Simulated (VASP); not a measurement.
# B12N11 (P1) in VASP: further runs

Runs on B12N11. Level: PBE+D3(BJ). Tasks: single point.

All numbers are computed with VASP 6.6.1; they aren't measurements. Logs are shortened: lines on timing, memory, paths and dates and some standing lists are left out, and cuts for length are marked.

## (1) The cell of the first run

The typed cell holds 23 atoms: a = 6.124 Å, b = 6.120 Å, c = 6.714 Å, α = 66.38°, β = 66.33°, γ = 74.94°.

## (2) Single point, PBE+D3(BJ) (atoms taken out, then relaxed in part)

Input file INCAR:

```
SYSTEM = B12N11
  PREC = Accurate
  ENCUT = 520
  EDIFF = 1E-6
  ISMEAR = 0
  SIGMA = 0.1
  LREAL = Auto
  LASPH = .TRUE.
  NELM = 100
  ALGO = Normal
  ISIF = 2
  LWAVE = .FALSE.
  LCHARG = .FALSE.
  GGA = PE
  IVDW = 12
  NBANDS = 62
  ISYM = 0
```

Input file KPOINTS:

```
regular mesh
0
G
  4 4 4
  0 0 0
```

Input file POSCAR:

```
B12N11
1.0
   -3.7257200316      3.5784154134     -3.2885829489
    3.7223391820      3.5782985766     -3.2848539532
   -0.0032459381     -1.4205496385     -6.5615876678
B N
12 11
Direct
    0.1629249585      0.8286352117      0.4977171256
    0.5814286585      0.9161565629      0.2521883587
    0.8353253217      0.1711956498      0.4965383842
    0.5055285170      0.5012162438      0.4973092993
    0.2503102588      0.2471560320      0.2518274938
    0.0035082384      0.9812834697      0.0071910167
    0.7447538582      0.7492855027      0.7529759562
    0.6663019222      0.3320219859      0.0020694829
    0.4181377119      0.0838752358      0.7523331029
    0.9321222358      0.5979893833      0.2366599529
    0.3162642830      0.6698943494      0.0102152473
    0.0834412703      0.4103300277      0.7525921854
    0.3315075882      0.9973065557      0.3346336661
    0.7536108392      0.0772207468      0.0865708550
    0.0039514946      0.3426187125      0.3271088869
    0.6769759670      0.6700089392      0.3285399308
    0.4116191505      0.4195011080      0.0872283454
    0.1660417856      0.1556141923      0.8411711307
    0.9127485379      0.9175427182      0.5821092402
    0.8325503284      0.4982770851      0.8338458452
    0.5853905854      0.2511450193      0.5846990723
    0.4903062897      0.8321284198      0.8426810874
    0.2518417754      0.5785486524      0.5827044734
```

Potentials or basis: VASP PAW PBE potentials, release 64 (B, N).

On the command line:

```
$ cat potpaw_PBE.64/B/POTCAR potpaw_PBE.64/N/POTCAR > POTCAR
$ mpirun -np 1 vasp_std > vasp.out
```

OUTCAR:

```text
SYSTEM = B12N11
   PREC = Accurate
   ENCUT = 520
   EDIFF = 1E-6
   ISMEAR = 0
   LREAL = Auto
   LASPH = .TRUE.
   NELM = 100
   ISIF = 2
   GGA = PE
   IVDW = 12
   ISYM = 0
 IVDW          = 12

 ion  position               nearest neighbor table
   1  0.163  0.829  0.498-  13 1.44  19 1.44  23 1.44
   2  0.581  0.916  0.252-  16 1.43  14 1.43  13 1.43
   3  0.835  0.171  0.497-  21 1.43  19 1.44  15 1.46
   4  0.506  0.501  0.497-  21 1.43  23 1.44  16 1.46
   5  0.250  0.247  0.252-  15 1.43  13 1.43  17 1.43
   6  0.004  0.981  0.007-  18 1.44  14 1.45
   7  0.745  0.749  0.753-  20 1.44  19 1.45  22 1.46
   8  0.666  0.332  0.002-  20 1.43  14 1.46  17 1.46
   9  0.418  0.084  0.752-  22 1.43  18 1.43  21 1.44
  10  0.932  0.598  0.237-  15 1.45  16 1.45
  11  0.316  0.670  0.010-  22 1.44  17 1.45
  12  0.083  0.410  0.753-  20 1.44  23 1.45  18 1.46
  13  0.332  0.997  0.335-   5 1.43   2 1.43   1 1.44
  14  0.754  0.077  0.087-   2 1.43   6 1.45   8 1.46
  15  0.004  0.343  0.327-   5 1.43  10 1.45   3 1.46
  16  0.677  0.670  0.329-   2 1.43  10 1.45   4 1.46
  17  0.412  0.420  0.087-   5 1.43  11 1.45   8 1.46
  18  0.166  0.156  0.841-   9 1.43   6 1.44  12 1.46
  19  0.913  0.918  0.582-   1 1.44   3 1.44   7 1.45
  20  0.833  0.498  0.834-   8 1.43  12 1.44   7 1.44
  21  0.585  0.251  0.585-   4 1.43   3 1.43   9 1.44
  22  0.490  0.832  0.843-   9 1.43  11 1.44   7 1.46
  23  0.252  0.579  0.583-   1 1.44   4 1.44  12 1.45

IMPORTANT INFORMATION: All symmetrisations will be switched off!
NOSYMM: (Re-)initialisation of all symmetry stuff for point group C_1.

----------------------------------------------------------------------------------------

                                     Primitive cell

  volume of cell :     209.6528

  direct lattice vectors                    reciprocal lattice vectors
    -3.725720032  3.578415413 -3.288582949    -0.134248736  0.116550421 -0.025166149
     3.722339182  3.578298577 -3.284853953     0.134277660  0.116554460 -0.025299861
    -0.003245938 -1.420549639 -6.561587668     0.000061815 -0.116762916 -0.127123606

  length of vectors
     6.123791672  6.119664630  6.713598479     0.179555170  0.179598204  0.172609366

  position of ions in fractional coordinates (direct lattice)
     0.162924958  0.828635212  0.497717126
     0.581428659  0.916156563  0.252188359
     0.835325322  0.171195650  0.496538384
     0.505528517  0.501216244  0.497309299
     0.250310259  0.247156032  0.251827494
     0.003508238  0.981283470  0.007191017
[... 15 lines left out ...]
     0.490306290  0.832128420  0.842681087
     0.251841775  0.578548652  0.582704473

  ion indices of the primitive-cell ions
   primitive index   ion index
                 1           1
                 2           2
                 3           3
                 4           4
                 5           5
                 6           6
[... 15 lines left out ...]
                22          22
                23          23

----------------------------------------------------------------------------------------

 KPOINTS: regular mesh

Automatic generation of k-mesh.
 Grid dimensions read from file:
 generate k-points for:    4    4    4

 Generating k-lattice:

  Cartesian coordinates                     Fractional coordinates (reciprocal lattice)
    -0.033562184  0.029137605 -0.006291537     0.250000000 -0.000000000  0.000000000
     0.033569415  0.029138615 -0.006324965    -0.000000000  0.250000000  0.000000000
     0.000015454 -0.029190729 -0.031780901     0.000000000  0.000000000  0.250000000

  Length of vectors
     0.044888792  0.044899551  0.043152342

  Shift w.r.t. Gamma in fractional coordinates (k-lattice)
     0.000000000  0.000000000  0.000000000

 Subroutine IBZKPT returns following result:
 ===========================================

 Found     36 irreducible k-points:

 Following reciprocal coordinates:
            Coordinates               Weight
  0.000000  0.000000  0.000000      1.000000
  0.250000  0.000000  0.000000      2.000000
  0.500000  0.000000  0.000000      1.000000
  0.000000  0.250000  0.000000      2.000000
  0.250000  0.250000  0.000000      2.000000
  0.500000  0.250000  0.000000      2.000000
[... 16 lines left out ...]
  0.000000 -0.250000  0.250000      2.000000
  0.250000 -0.250000  0.250000      2.000000
 [... further k-points ...]
   k-points           NKPTS =     36   k-points in BZ     NKDIM =     36   number of bands    NBANDS=     62
   number of dos      NEDOS =    301   number of ions     NIONS =     23
   total plane-waves  NPLWV = 115200
   dimension x,y,z NGX =    48 NGY =   48 NGZ =   50
   dimension x,y,z NGXF=    96 NGYF=   96 NGZF=  100
   ions per type =              12  11
   NGX,Y,Z   is equivalent  to a cutoff of  13.03, 13.04, 12.38 a.u.
   NGXF,Y,Z  is equivalent  to a cutoff of  26.06, 26.08, 24.76 a.u.
 SYSTEM =  B12N11
   PREC   = accura    normal or accurate (medium, high low for compatibility)
   ISTART =      0    job   : 0-new  1-cont  2-samecut
   ICHARG =      2    charge: 1-file 2-atom 10-const
   ISPIN  =      1    spin polarized calculation?
   LNONCOLLINEAR =      F non collinear calculations
   LSORBIT =      F    spin-orbit coupling
   LASPH  =      T    aspherical Exc in radial PAW
   ENCUT  =  520.0 eV  38.22 Ry    6.18 a.u.  11.39 11.38 12.48*2*pi/ulx,y,z
   NELM   =    100;   NELMIN=  2; NELMDL= -5     # of ELM steps
   EDIFF  = 0.1E-05   stopping-criterion for ELM
   LREAL  =      T    real-space projection
   EDIFFG = 0.1E-04   stopping-criterion for IOM
   NSW    =      0    number of steps for IOM
   IBRION =     -1    ionic relax: 0-MD 1-quasi-New 2-CG
   NFREE  =      0    steps in history (QN), initial steepest desc. (CG)
   ISIF   =      2    stress and relaxation
   ISYM   =      0    0-nonsym 1-usesym 2-fastsym
   POTIM  = 0.5000    time-step for ionic-motion
   TEBEG  =    0.0;   TEEND  =   0.0 temperature during run
   PSTRESS=    0.0 pullay stress
   NELECT =      91.0000    total number of electrons
   NUPDOWN=      -1.0000    fix difference up-down
   EMIN   =  10.00;   EMAX   =-10.00  energy-range for DOS
   EFERMI =   0.00;   METHOD = LEGACY
   ISMEAR =     0;   SIGMA  =   0.10  broadening in eV -4-tet -1-fermi 0-gaus
   EFERMI_NEDOS =   21; number of points for ismear=-14 and -15
   IALGO  =     38    algorithm
   IMIX   =      4    mixing-type and parameters
     AMIX     =   0.40;   BMIX     =  1.00
     AMIX_MAG =   1.60;   BMIX_MAG =  1.00
  volume/ion in A,a.u.               =       9.12        61.51
  Fermi-wavevector in a.u.,A,eV,Ry     =   1.239524  2.342362 20.904275  1.536421
  Thomas-Fermi vector in A             =   2.374004
   LORBIT       =      0    0 simple, 1 ext, 2 COOP (PROOUT), +10 PAW based schemes
   GGA     = PE    functional components
   LHFCALC =     F    Hartree Fock is set to
   AEXX    =    0.0000 exact exchange contribution
   IVDW    =    12    specifies the selected vdW correction
   LEPSILON=     F    determine dielectric tensor
   LRPA    =     F    only Hartree local field effects (RPA)
 non-spin polarized calculation
 Gauss-broadening in eV      SIGMA  =   0.10
  energy-cutoff  :      520.00
  volume of cell :      209.65
 maximum number of plane-waves:      5666
 NGX is ok and might be reduce to    48
   NGX = 23   NGY = 23   NGZ = 25

 number of electron      91.0000001 magnetization

 Free energy of the ion-electron system (eV)
  ---------------------------------------------------
  ext. energy  EPLUGINS =         0.00000000
  ---------------------------------------------------
  free energy    TOTEN  =      -194.99868618 eV

  energy without entropy =     -194.97303260  energy(sigma->0) =     -194.98585939

 E-fermi :   5.1879     XC(G=0): -10.1238

 val. band max:        5.1859905976   @ k =   0.5000  -0.0000   0.5000
 cond. band min:       5.2010973276   @ k =   0.0000  -0.2500   0.2500
 fundamental gap:      0.0151067300
 Fermi energy:         5.1879210993

 k-point     1 :       0.0000    0.0000    0.0000
  band No.  band energies     occupation
      1     -15.5821      2.00000
      2     -14.2830      2.00000
      3     -14.1212      2.00000
      4     -13.9012      2.00000
      5     -13.6523      2.00000
      6     -13.2187      2.00000
[... 49 lines left out ...]
     56       9.1013      0.00000
     57      10.5422      0.00000

 k-point     2 :       0.2500    0.0000    0.0000
  band No.  band energies     occupation
      1     -15.4112      2.00000
      2     -14.5934      2.00000
      3     -14.3233      2.00000
      4     -14.0502      2.00000
      5     -13.4979      2.00000
      6     -13.1680      2.00000
[... 49 lines left out ...]
     56       9.3697      0.00000
     57      10.1373      0.00000

 k-point     3 :       0.5000    0.0000    0.0000
  band No.  band energies     occupation
      1     -14.9995      2.00000
      2     -14.8230      2.00000
      3     -14.7212      2.00000
      4     -14.3841      2.00000
      5     -12.9954      2.00000
      6     -12.8294      2.00000
[... 1194 lines left out ...]
      1     -15.1920      2.00000
      2     -14.9564      2.00000
      3     -14.3530      2.00000
      4     -14.1189      2.00000
      5     -13.1195      2.00000
      6     -13.0518      2.00000
[... 49 lines left out ...]
     56       9.0344      0.00000
     57       9.7088      0.00000

 k-point    24 :       0.2500   -0.2500    0.2500
  band No.  band energies     occupation
      1     -15.1149      2.00000
      2     -14.8547      2.00000
      3     -14.4730      2.00000
      4     -14.2575      2.00000
      5     -13.4524      2.00000
      6     -13.2357      2.00000
[... 49 lines left out ...]
     56       9.6809      0.00000
     57      10.1171      0.00000

 [... further k-points ...]

 [bands above 57 left out]

------------------------ aborting loop because EDIFF is reached ----------------------------------------

 Edisp (eV)   -3.32175

 E8    (eV) :    -0.9813

  FORCE on cell =-STRESS in cart. coord.  units (eV):
  Direction    XX          YY          ZZ          XY          YZ          ZX
  --------------------------------------------------------------------------------------
  -------------------------------------------------------------------------------------
  Total       0.10494     0.03475    -0.28365     0.00284     0.01654     0.00478
  in kB       0.80195     0.26556    -2.16766     0.02174     0.12637     0.03653
  external pressure =       -0.37 kB  Pullay stress =        0.00 kB

 VOLUME and BASIS-vectors are now :
 -----------------------------------------------------------------------------
  energy-cutoff  :      520.00
  volume of cell :      209.65
      direct lattice vectors                 reciprocal lattice vectors
    -3.725720032  3.578415413 -3.288582949    -0.134248736  0.116550421 -0.025166149
     3.722339182  3.578298577 -3.284853953     0.134277660  0.116554460 -0.025299861
    -0.003245938 -1.420549639 -6.561587668     0.000061815 -0.116762916 -0.127123606

 POSITION                                       TOTAL-FORCE (eV/Angst)
 -----------------------------------------------------------------------------------
      2.47583      2.84109     -6.52355         0.000805      0.013596      0.030073
      1.24319      5.00063     -6.57627        -0.002042     -0.007688      0.005125
     -2.47655      2.89637     -6.56747        -0.002471      0.003594     -0.006065
     -0.01938      2.89604     -6.57203         0.003780      0.001749     -0.002702
     -0.01340      1.42238     -3.28743         0.005548     -0.005246      0.009009
      3.63958      3.51366     -3.28209        -0.013358     -0.004494     -0.018480
[... 15 lines left out ...]
      1.26798      3.53505     -9.87516        -0.010010      0.022792      0.000988
      1.21337      2.14365     -6.55212         0.005628     -0.015820     -0.011225
 -----------------------------------------------------------------------------------
    total drift:                                0.003469      0.001054     -0.000380

  FREE ENERGIE OF THE ION-ELECTRON SYSTEM (eV)
  ---------------------------------------------------
  free  energy   TOTEN  =      -198.3204371512 eV

  energy  without entropy=     -198.2947835689  energy(sigma->0) =     -198.30761036
```

It took 20 min on 1 thread of Intel Xeon 8259CL, shared host; peak memory 0.49 GiB.

Results:

* Free energy: -198.3204 eV
* Pressure: 0.0 GPa
* Largest force: 0.033 eV/Å
* Band gap on the k mesh: zero (an odd number of electrons rules out a gap without spin polarisation)
* Dispersion energy per atom: -0.144 eV

Forces in eV/Å, atoms in the order of the input:
```
B    0.001  0.014  0.030
B   -0.002 -0.008  0.005
B   -0.002  0.004 -0.006
B    0.004  0.002 -0.003
B    0.006 -0.005  0.009
B   -0.013 -0.004 -0.018
B    0.015  0.006  0.000
B    0.000  0.024  0.012
B    0.001 -0.020  0.006
B   -0.004  0.006 -0.005
B    0.013 -0.010 -0.019
B   -0.015  0.006  0.000
N    0.000  0.005 -0.005
N   -0.001 -0.027  0.006
N   -0.028  0.008  0.005
N    0.026  0.010  0.006
N    0.002 -0.027  0.004
N    0.010  0.025  0.001
N   -0.007 -0.015 -0.010
N    0.000 -0.018 -0.003
N    0.000  0.018 -0.003
N   -0.010  0.023  0.001
N    0.006 -0.016 -0.011
```

Caveat: the cell differs from its parent crystal (atoms taken out, then relaxed in part).

## (3) Single point, PBE+D3(BJ) (atoms taken out, then relaxed in part)

Input file INCAR:

```
SYSTEM = B12N11
ALGO     = Normal         ! electronic algorithm
EDIFF    = 1E-6           ! SCF threshold, eV
ENCUT    = 520            ! plane-wave cutoff, eV
GGA      = PE             ! functional
ISIF     = 2              ! what is computed and relaxed
ISMEAR   = 0              ! smearing method
ISYM     = 0            
IVDW     = 12             ! dispersion correction
LASPH    = .TRUE.         ! aspherical terms in the spheres
LCHARG   = .TRUE.         ! write CHGCAR
LELF     = .TRUE.         ! ELF
LREAL    = Auto         
LVHAR    = .TRUE.       
LWAVE    = .FALSE.        ! write WAVECAR
NBANDS   = 62             ! bands
NELM     = 80             ! most SCF steps
PREC     = Accurate       ! precision mode
SIGMA    = 0.1            ! smearing width, eV
```

Input file KPOINTS:

```
k-points
0
G
  4 4 4
  0 0 0
```

Input file POSCAR:

```
B12N11
1.0
   -3.7243615563      3.5775463616     -3.2856706211
    3.7234450304      3.5776098415     -3.2845552511
   -0.0009898261     -1.4220413046     -6.5603563007
B N
12 11
Direct
    0.1647963597      0.8326202023      0.5024298173
    0.5872857269      0.8982630253      0.2594013518
    0.8337169034      0.1637382906      0.5025195511
    0.5154687225      0.5143583889      0.4860969600
    0.2495993662      0.2485649595      0.2524549866
    0.0013092129      0.0002458194      0.0019098530
    0.7462772349      0.7452284986      0.7483628514
    0.6667319867      0.3268632527      0.0027543522
    0.4186688317      0.0877295250      0.7469805090
    0.8991412066      0.5861135532      0.2590017811
    0.3278572517      0.6656660849      0.0026819149
    0.0887710902      0.4175850509      0.7468393127
    0.3371122564      0.9938379957      0.3374766176
    0.7494519279      0.0723095562      0.0917360136
    0.9948977431      0.3360117942      0.3374040430
    0.4157923030      0.4147437996      0.0839009995
    0.1685797089      0.1675197036      0.8343412038
    0.9149910368      0.9138971115      0.5854414547
    0.8351176153      0.4950339119      0.8326263515
    0.5873978841      0.2591285304      0.5778978762
    0.0732535444      0.7483184804      0.0915162423
    0.4960949718      0.8340690285      0.8327617552
    0.2602110975      0.5862499735      0.5776184539
```

Potentials or basis: VASP PAW PBE potentials, release 64 (B, N).

On the command line:

```
$ cat potpaw_PBE.64/B/POTCAR potpaw_PBE.64/N/POTCAR > POTCAR
$ mpirun -np 1 vasp_std > vasp.out
```

Wall time 27 min (1 thread of Intel Xeon 8259CL, shared host); peak memory 0.5 GiB.

It converged, with:

* Free energy: -198.3203 eV
* Pressure: 0.0 GPa
* Largest force: 0.046 eV/Å
* Band gap on the k mesh: zero (an odd number of electrons rules out a gap without spin polarisation)
* Dispersion energy per atom: -0.144 eV

Forces on the atoms (eV/Å):
```
B   -0.004 -0.002  0.002
B   -0.013 -0.008 -0.006
B   -0.005 -0.005  0.004
B   -0.002 -0.005 -0.005
B   -0.004  0.026  0.012
B    0.000 -0.017  0.000
B   -0.001  0.021  0.041
B   -0.011  0.011 -0.006
B   -0.010 -0.001 -0.001
B    0.013 -0.005 -0.006
B    0.009  0.010 -0.009
B    0.006  0.000  0.000
N    0.006 -0.030  0.001
N    0.002  0.018 -0.007
N    0.001 -0.031  0.001
N    0.002 -0.020 -0.001
N    0.000  0.019 -0.007
N    0.003 -0.001  0.004
N    0.002 -0.014 -0.008
N   -0.021  0.014  0.002
N   -0.001  0.021 -0.007
N   -0.001 -0.014 -0.006
N    0.028  0.013  0.001
```

Stress tensor (GPa, compression positive):
```
 0.09  0.00  0.00
 0.00  0.02  0.01
 0.00  0.01 -0.21
```

Levels at points of the mesh, in eV from the Fermi level:
```tsv
k point	band 42	band 43	band 44	band 45	band 46	band 47	band 48	band 49	band 50	band 51
(0.00, 0.00, 0.00)	-4.22	-3.81	-3.27	-2.98	0.61	1.75	1.84	1.99	2.11	2.50
(0.50, 0.00, 0.00)	-4.28	-4.03	-3.78	-3.53	-0.09	1.27	1.96	2.42	2.46	2.51
(0.00, 0.50, 0.00)	-4.28	-4.03	-3.78	-3.53	-0.09	1.27	1.96	2.42	2.46	2.51
(0.50, 0.50, 0.00)	-4.68	-4.52	-3.67	-2.98	0.10	1.45	1.70	1.82	1.88	2.07
(0.00, 0.00, 0.50)	-4.63	-3.29	-3.29	-3.25	0.14	1.95	2.02	2.41	2.53	2.61
(0.50, 0.00, 0.50)	-4.10	-3.87	-3.57	-3.52	0.00	1.38	1.39	1.92	2.13	2.33
(0.00, 0.50, 0.50)	-4.10	-3.87	-3.57	-3.52	0.00	1.38	1.39	1.92	2.13	2.33
(0.50, 0.50, 0.50)	-4.31	-4.03	-4.01	-3.95	-0.35	1.83	1.94	1.98	2.16	2.25
```

Caveat: the cell differs from its parent crystal (atoms taken out, then relaxed in part).
